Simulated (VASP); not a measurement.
A run of VASP 6.6.1 is set up as follows.

The input POSCAR:

```
Cr
1.0
   -1.4000709687      1.4000709687      1.4000709687
    1.4000709687     -1.4000709687      1.4000709687
    1.4000709687      1.4000709687     -1.4000709687
Cr
1
Direct
    0.0000000000      0.0000000000      0.0000000000
```

File INCAR.step1:

```
PREC = Accurate ; ENCUT = 550
ISMEAR = -1 ; SIGMA = 0.1
LREAL = False ; LASPH = True
NELM = 120 ; NBANDS = 12
GGA = PE ; ALGO = Normal
EDIFF = 1E-5 ; LWAVE = True
LCHARG = False ; GGA_COMPAT = False
```

INCAR.step2

```
PREC = Accurate ; ENCUT = 550
EDIFF = 1E-6 ; ISMEAR = -1
SIGMA = 0.1 ; LREAL = False
LASPH = True ; NELM = 120
ALGO = Normal ; ISIF = 2
LWAVE = False ; LCHARG = True
METAGGA = R2SCAN ; LMIXTAU = True
LELF = True ; LVHAR = True
NBANDS = 12 ; ISTART = 1
GGA_COMPAT = False
```

File KPOINTS:

```
regular mesh
0
Gamma
  17 17 17
```

Potentials or basis: VASP PAW PBE potentials, release 64 (Cr_pv).

Launch:

```console
$ cat potpaw_PBE.64/Cr_pv/POTCAR > POTCAR
$ cp INCAR.step1 INCAR
$ mpirun -np 1 vasp_std > vasp.out
$ cp INCAR.step2 INCAR
$ mpirun -np 1 vasp_std > vasp.out
```

Q: Predict the pressure.

A: 9.9 GPa.

Q: What does it give for the band gap on the k mesh?

A: Zero (band 6 reaches 14.24 eV, above the bottom of band 7 at 10.64 eV).

Caveat: the PAW data sets were made with another functional, which shifts forces and pressure a little; the run has no spin polarisation, though such a crystal can be magnetic. Spin polarisation is off, so any magnetic state and its effect on volume and gap are missing.
